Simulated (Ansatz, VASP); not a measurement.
## One calculation of Au, two programs

File INCAR:

```
SYSTEM = Au
  PREC = Accurate
  ENCUT = 500
  EDIFF = 1E-6
  ISMEAR = 0
  SIGMA = 0.15
  LREAL = .FALSE.
  LASPH = .TRUE.
  NELM = 120
  ALGO = Normal
  ISIF = 2
  LWAVE = .FALSE.
  LCHARG = .FALSE.
  GGA = PE
  NBANDS = 18
  GGA_COMPAT = .FALSE.
```

Contents of KPOINTS:

```
Automatic mesh
0
G
  18 18 10
  0 0 0
```

The input POSCAR:

```
Au
1.0
    2.8804999125      0.0000000000      0.0000000000
   -1.4402499562      2.4945860998      0.0000000000
    0.0000000000      0.0000000000      4.8289054398
Au
2
Direct
    0.2609977991      0.6666666667      0.7500000000
    0.7390022009      0.3333333333      0.2500000000
```

Input for Ansatz:

```yaml
crystal:
  lattice:
    - [2.8804999125, 0.0, 0.0]
    - [-1.4402499562, 2.4945860998, 0.0]
    - [0.0, 0.0, 4.8289054398]
  atoms:
    - { symbol: Au, position: [0.2609977991, 0.6666666667, 0.75] }
    - { symbol: Au, position: [0.7390022009, 0.3333333333, 0.25] }
basis:
  ecutwfc: 420
kpoints:
  mp_grid: { grid: [18, 18, 10] }
hamiltonian:
  xc: pbe
scf:
  occupations: { method: gaussian, width: 0.15 }
output:
  forces: true
  stress: true
  eigenvalues: true
```

Change from the starting cell: mode 4 frozen in at -0.211 Å, equal normal strain along x, y and z -0.0125.

Alike in both runs: task single point; functional PBE; k mesh 18 × 18 × 10; occupations gaussian, width 0.15 eV; no spin polarisation.

|  | VASP | Ansatz |
| --- | --- | --- |
| version | VASP 6.6.1 | Ansatz 0.2.0 |
| potentials or method | VASP PAW PBE potentials, release 64 (Au), cutoff 500 eV | scalar-relativistic, plane waves, PAW |
| valence electrons in the cell | 22 | 38 |

|  | VASP | Ansatz | Ansatz less VASP |
| --- | --- | --- | --- |
| gap on the k mesh at the Fermi level (eV) | none | none | - |
| pressure (GPa) | 6.9 | 7.2 | +0.28 |
| traceless stress, the component that is largest in VASP (GPa) | 2.62 | 2.66 | +0.035 |
| rms of the force components (eV/Å) | 0.211 | 0.212 | +0.0011 |

Atom by atom the forces differ by 0.001 eV/Å (rms over components). A gap of «none» marks a metal or a gap that the smearing closes. VASP's potentials hold 22 valence electrons a cell and Ansatz's 38, so a difference there can come from the potentials and not from the codes.

Spin-orbit coupling is off throughout.
